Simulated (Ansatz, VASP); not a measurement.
## HfO2: VASP beside Ansatz

Contents of INCAR:

```
SYSTEM = HfO2
ALGO = Normal ; EDIFF = 1E-7
ENCUT = 520 ; GGA = PE
ISIF = 2 ; ISMEAR = -1
LASPH = .True. ; LCHARG = .True.
LELF = .True. ; LREAL = .False.
LVHAR = .True. ; LWAVE = .False.
NBANDS = 18 ; NELM = 60
PREC = Accurate ; SIGMA = 0.01
```

The input KPOINTS:

```
k-points
0
Gamma
  9 9 9
  0 0 0
```

POSCAR

```
HfO2
1.0
    0.0000000000      2.5319250000      2.5575000000
    2.5319250000      0.0000000000      2.5575000000
    2.5319250000      2.5319250000      0.0000000000
Hf O
1 2
Direct
    0.0000000000      0.0000000000      0.0000000000
    0.2500000000      0.2500000000      0.2500000000
    0.7500000000      0.7500000000      0.7500000000
```

Input for Ansatz:

```yaml
crystal:
  lattice:
    - [0.0, 2.531925, 2.5575]
    - [2.531925, 0.0, 2.5575]
    - [2.531925, 2.531925, 0.0]
  atoms:
    - { symbol: Hf, position: [0.0, 0.0, 0.0] }
    - { symbol: O, position: [0.25, 0.25, 0.25] }
    - { symbol: O, position: [0.75, 0.75, 0.75] }
kpoints:
  mp_grid: { grid: [9, 9, 9] }
  band_path:
    path:
      - [0.0, 0.0, 0.0]
      - [0.0, 0.5, 0.5]
      - [0.25, 0.75, 0.5]
      - [0.0, 0.5, 0.0]
      - [0.0, 0.0, 0.0]
      - [0.5, 0.5, 0.0]
      - [0.3725125, 0.6274875, 0.0]
      - [-0.3725125, 0.3725125, 0.0]
      - [0.0, 0.0, 0.0]
    npoints: 5
scf:
  occupations: { method: fermi_dirac, width: 0.01 }
hamiltonian:
  xc: pbe
  pseudopotentials: { kind: all_electron, lapw: { basis_error: 0.001 } }
output:
  forces: true
  stress: true
  eigenvalues: true
```

Change from the starting cell: equal xx and yy strain of -1 %.

Alike in both runs: task single point; functional PBE; k mesh 9 × 9 × 9; occupations fermi-dirac, width 0.01 eV; no spin polarisation.

|  | VASP | Ansatz |
| --- | --- | --- |
| version | VASP 6.6.1 | Ansatz 0.2.0 |
| potentials or method | VASP PAW PBE potentials, release 64 (Hf_pv, O), cutoff 520 eV | all-electron LAPW, scalar-relativistic |

|  | VASP | Ansatz | Ansatz less VASP |
| --- | --- | --- | --- |
| gap on the k mesh at the Fermi level (eV) | 3.82 | 3.82 | -0.003 |
| pressure (GPa) | -1.2 | 2.5 | +3.73 |
| traceless stress, the component that is largest in VASP (GPa) | -3.12 | -3.06 | +0.055 |

Ansatz ran all-electron here, and VASP with PAW potentials.

Spin-orbit coupling is off throughout.
